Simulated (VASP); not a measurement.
# MgS (pbe) (I4/mmm) in VASP: further runs, part 2 of 2

VASP 6.6.1. Earlier steps stand in the parts before.

### 5 Relaxation of the atoms, PBE (strained cell)

INCAR reads:

```
PREC = Accurate
ENCUT = 520
EDIFF = 1E-7
ISMEAR = 0
SIGMA = 0.02
LREAL = False
LASPH = True
NELM = 120
ALGO = Normal
ISIF = 2
LWAVE = False
LCHARG = False
GGA = PE
IBRION = 2
NSW = 60
EDIFFG = -0.002
GGA_COMPAT = False
NELMIN = 4
```

KPOINTS reads:

```
regular mesh
0
Gamma
  6 6 6
```

POSCAR reads:

```
MgS
1.0
    0.0000000000      2.6412435108      2.5997095713
    2.6412435108      0.0000000000      2.5997095713
    2.6412435108      2.6412435108      0.0000000000
Mg S
1 1
Direct
    0.0000000000      0.0000000000      0.0000000000
    0.5000000000      0.5000000000      0.5000000000
```

Potentials or basis: VASP PAW PBE potentials, release 64 (Mg, S).

Launch:

```console
> cat potpaw_PBE.64/Mg/POTCAR potpaw_PBE.64/S/POTCAR > POTCAR
> mpirun -np 1 vasp_std > vasp.out
```

OUTCAR:

```text
PREC = Accurate
   ENCUT = 520
   EDIFF = 1E-7
   ISMEAR = 0
   LREAL = False
   LASPH = True
   NELM = 120
   ISIF = 2
   GGA = PE
   IBRION = 2
   NSW = 60
   EDIFFG = -0.002
   NELMIN = 4

 ion  position               nearest neighbor table
   1  0.000  0.000  0.000-   2 2.60   2 2.60   2 2.64   2 2.64   2 2.64   2 2.64
   2  0.500  0.500  0.500-   1 2.60   1 2.60   1 2.64   1 2.64   1 2.64   1 2.64

  LATTYP: Found a body centered tetragonal cell.
 ALAT       =     3.7352823945
 C/A-ratio  =     1.3919748478

  Lattice vectors:

 A1 = (   0.0000000000,  -2.6412435108,  -2.5997095713)
 A2 = (   0.0000000000,   2.6412435108,  -2.5997095713)
 A3 = (   2.6412435108,   0.0000000000,   2.5997095713)

Analysis of symmetry for initial positions (statically):
=====================================================================
 Subroutine PRICEL returns:
 Original cell was already a primitive cell.

 Routine SETGRP: Setting up the symmetry group for a
 body centered tetragonal supercell.

 Subroutine GETGRP returns: Found 16 space group operations
 (whereof 16 operations were pure point group operations)
 out of a pool of 16 trial point group operations.

The static configuration has the point symmetry D_4h.

Analysis of symmetry for dynamics (positions and initial velocities):
=====================================================================
 Subroutine PRICEL returns:
 Original cell was already a primitive cell.

 Routine SETGRP: Setting up the symmetry group for a
 body centered tetragonal supercell.

 Subroutine GETGRP returns: Found 16 space group operations
 (whereof 16 operations were pure point group operations)
 out of a pool of 16 trial point group operations.

The dynamic configuration has the point symmetry D_4h.

 Subroutine INISYM returns: Found 16 space group operations
 (whereof 16 operations are pure point group operations),
 and found     1 'primitive' translations

----------------------------------------------------------------------------------------

                                     Primitive cell

  volume of cell :      36.2720

  direct lattice vectors                    reciprocal lattice vectors
     0.000000000  2.641243511  2.599709571    -0.189304772  0.189304772  0.192329176
     2.641243511  0.000000000  2.599709571     0.189304772 -0.189304772  0.192329176
     2.641243511  2.641243511  0.000000000     0.189304772  0.189304772 -0.192329176

  length of vectors
     3.706029835  3.706029835  3.735282395     0.329640873  0.329640873  0.329640873

  position of ions in fractional coordinates (direct lattice)
     0.000000000  0.000000000  0.000000000
     0.500000000  0.500000000  0.500000000

  ion indices of the primitive-cell ions
   primitive index   ion index
                 1           1
                 2           2

----------------------------------------------------------------------------------------

 KPOINTS: regular mesh

Automatic generation of k-mesh.
 Grid dimensions read from file:
 generate k-points for:    6    6    6

 Generating k-lattice:

  Cartesian coordinates                     Fractional coordinates (reciprocal lattice)
    -0.031550795  0.031550795  0.032054863     0.166666667  0.000000000  0.000000000
     0.031550795 -0.031550795  0.032054863     0.000000000  0.166666667  0.000000000
     0.031550795  0.031550795 -0.032054863     0.000000000  0.000000000  0.166666667

  Length of vectors
     0.054940146  0.054940146  0.054940146

  Shift w.r.t. Gamma in fractional coordinates (k-lattice)
     0.000000000  0.000000000  0.000000000

 Subroutine IBZKPT returns following result:
 ===========================================

 Found     30 irreducible k-points:

 Following reciprocal coordinates:
            Coordinates               Weight
  0.000000  0.000000  0.000000      1.000000
  0.166667  0.000000  0.000000      8.000000
  0.333333  0.000000  0.000000      8.000000
  0.500000 -0.000000  0.000000      4.000000
  0.166667  0.166667  0.000000      2.000000
  0.333333  0.166667  0.000000      8.000000
[... 16 lines left out ...]
  0.333333  0.000000  0.333333      4.000000
  0.500000 -0.000000  0.333333     16.000000
 [... further k-points ...]
   k-points           NKPTS =     30   k-points in BZ     NKDIM =     30   number of bands    NBANDS=      8
   number of dos      NEDOS =    301   number of ions     NIONS =      2
   total plane-waves  NPLWV =  21952
   dimension x,y,z NGX =    28 NGY =   28 NGZ =   28
   dimension x,y,z NGXF=    56 NGYF=   56 NGZF=   56
   ions per type =               1   1
   NGX,Y,Z   is equivalent  to a cutoff of  12.56, 12.56, 12.46 a.u.
   NGXF,Y,Z  is equivalent  to a cutoff of  25.12, 25.12, 24.92 a.u.
 SYSTEM =  unknown system
   PREC   = accura    normal or accurate (medium, high low for compatibility)
   ISTART =      0    job   : 0-new  1-cont  2-samecut
   ICHARG =      2    charge: 1-file 2-atom 10-const
   ISPIN  =      1    spin polarized calculation?
   LNONCOLLINEAR =      F non collinear calculations
   LSORBIT =      F    spin-orbit coupling
   LASPH  =      T    aspherical Exc in radial PAW
   ENCUT  =  520.0 eV  38.22 Ry    6.18 a.u.   6.89  6.89  6.95*2*pi/ulx,y,z
   NELM   =    120;   NELMIN=  4; NELMDL= -5     # of ELM steps
   EDIFF  = 0.1E-06   stopping-criterion for ELM
   LREAL  =      F    real-space projection
   EDIFFG = -.2E-02   stopping-criterion for IOM
   NSW    =     60    number of steps for IOM
   IBRION =      2    ionic relax: 0-MD 1-quasi-New 2-CG
   NFREE  =      1    steps in history (QN), initial steepest desc. (CG)
   ISIF   =      2    stress and relaxation
   ISYM   =      2    0-nonsym 1-usesym 2-fastsym
   POTIM  = 0.5000    time-step for ionic-motion
   TEBEG  =    0.0;   TEEND  =   0.0 temperature during run
   PSTRESS=    0.0 pullay stress
   NELECT =       8.0000    total number of electrons
   NUPDOWN=      -1.0000    fix difference up-down
   EMIN   =  10.00;   EMAX   =-10.00  energy-range for DOS
   EFERMI =   0.00;   METHOD = LEGACY
   ISMEAR =     0;   SIGMA  =   0.02  broadening in eV -4-tet -1-fermi 0-gaus
   EFERMI_NEDOS =   21; number of points for ismear=-14 and -15
   IALGO  =     38    algorithm
   IMIX   =      4    mixing-type and parameters
     AMIX     =   0.40;   BMIX     =  1.00
     AMIX_MAG =   1.60;   BMIX_MAG =  1.00
  volume/ion in A,a.u.               =      18.14       122.39
  Fermi-wavevector in a.u.,A,eV,Ry     =   0.989117  1.869160 13.311288  0.978352
  Thomas-Fermi vector in A             =   2.120692
   LORBIT       =      0    0 simple, 1 ext, 2 COOP (PROOUT), +10 PAW based schemes
   GGA     = PE    functional components
   LHFCALC =     F    Hartree Fock is set to
   AEXX    =    0.0000 exact exchange contribution
   IVDW    =     0    specifies the selected vdW correction
   LEPSILON=     F    determine dielectric tensor
   LRPA    =     F    only Hartree local field effects (RPA)
 conjugate gradient relaxation of ions
 non-spin polarized calculation
 Gauss-broadening in eV      SIGMA  =   0.02
  energy-cutoff  :      520.00
  volume of cell :       36.27
 maximum number of plane-waves:       994
   NGX = 13   NGY = 13   NGZ = 13

 number of electron       8.0000001 magnetization

 Free energy of the ion-electron system (eV)
  ---------------------------------------------------
  ext. energy  EPLUGINS =         0.00000000
  ---------------------------------------------------
  free energy    TOTEN  =        -8.49623947 eV

  energy without entropy =       -8.49623947  energy(sigma->0) =       -8.49623947

 E-fermi :   3.6102     XC(G=0):  -9.5663

 val. band max:        3.4920088433   @ k =   0.0000   0.0000   0.0000
 cond. band min:       6.1288684142   @ k =   0.5000   0.5000   0.0000
 fundamental gap:      2.6368595709
 Fermi energy:         3.6101973553

 k-point     1 :       0.0000    0.0000    0.0000
  band No.  band energies     occupation
      1      -9.0347      2.00000
      2       3.4209      2.00000
      3       3.4920      2.00000
      4       3.4920      2.00000
      5       6.9497      0.00000
      6      11.3864      0.00000
      7      11.3864      0.00000
      8      11.5471      0.00000
[... 243 lines left out ...]
 k-point    24 :       0.5000   -0.0000    0.3333
  band No.  band energies     occupation
      1      -7.5697      2.00000
      2      -0.3035      2.00000
      3       1.2353      2.00000
      4       2.0957      2.00000
      5       7.1264      0.00000
      6       9.1552      0.00000
      7      13.2653      0.00000
      8      13.6561      0.00000

 [... further k-points ...]
[... 5 lines left out ...]
  --------------------------------------------------------------------------------------
  -------------------------------------------------------------------------------------
  Total       -0.3913973     -0.3913973     -0.0653675      0.0000000      0.0000000      0.0000000
  in kB      -17.2884763    -17.2884763     -2.8873583      0.0000000      0.0000000      0.0000000
  external PRESSURE =     -12.4881036 kB  Pullay stress =       0.0000000 kB

 VOLUME and BASIS-vectors are now :
 -----------------------------------------------------------------------------
  energy-cutoff  :      520.00
  volume of cell :       36.27
      direct lattice vectors                 reciprocal lattice vectors
     0.000000000  2.641243511  2.599709571    -0.189304772  0.189304772  0.192329176
     2.641243511  0.000000000  2.599709571     0.189304772 -0.189304772  0.192329176
     2.641243511  2.641243511  0.000000000     0.189304772  0.189304772 -0.192329176

 POSITION                                       TOTAL-FORCE (eV/Angst)
 -----------------------------------------------------------------------------------
      0.00000      0.00000      0.00000        -0.000000     -0.000000     -0.000000
      2.64124      2.64124      2.59971         0.000000      0.000000      0.000000
 -----------------------------------------------------------------------------------
    total drift:                                0.000000      0.000000      0.000000

  FREE ENERGIE OF THE ION-ELECTRON SYSTEM (eV)
  ---------------------------------------------------
  free  energy   TOTEN  =        -8.4962394703 eV

  energy  without entropy=       -8.4962394703  energy(sigma->0) =       -8.49623947

 reached required accuracy - stopping structural energy minimisation
```

CONTCAR:

```text
MgS
   1.00000000000000
     0.0000000000000000    2.6412435107999999    2.5997095713000000
     2.6412435107999999    0.0000000000000000    2.5997095713000000
     2.6412435107999999    2.6412435107999999    0.0000000000000000
  Mg              S
     1     1
Direct
     0.0000000000000000    0.0000000000000000    0.0000000000000000
     0.5000000000000000    0.5000000000000000    0.5000000000000000

  0.00000000E+00  0.00000000E+00  0.00000000E+00
  0.00000000E+00  0.00000000E+00  0.00000000E+00
```

Wall time 8.7 s (1 thread of Intel Xeon 6975P-C, shared host); peak memory 0.15 GiB.

What came out:

| Property | Result |
| --- | --- |
| Free energy | -8.4962 eV |
| Pressure after relaxing | -1.2 GPa |
| Band gap on the k mesh | 2.64 eV, indirect (least direct gap 3.46 eV) |

Final structure:
```
Mg S
1.0
     0.00000    2.64124    2.59971
     2.64124    0.00000    2.59971
     2.64124    2.64124    0.00000
Mg S
1 1
Direct
  0.00000 0.00000 0.00000
  0.50000 0.50000 0.50000
```

Caveat: the cell differs from its parent crystal (strained cell); the relaxation stopped at its first step, so nothing moved.
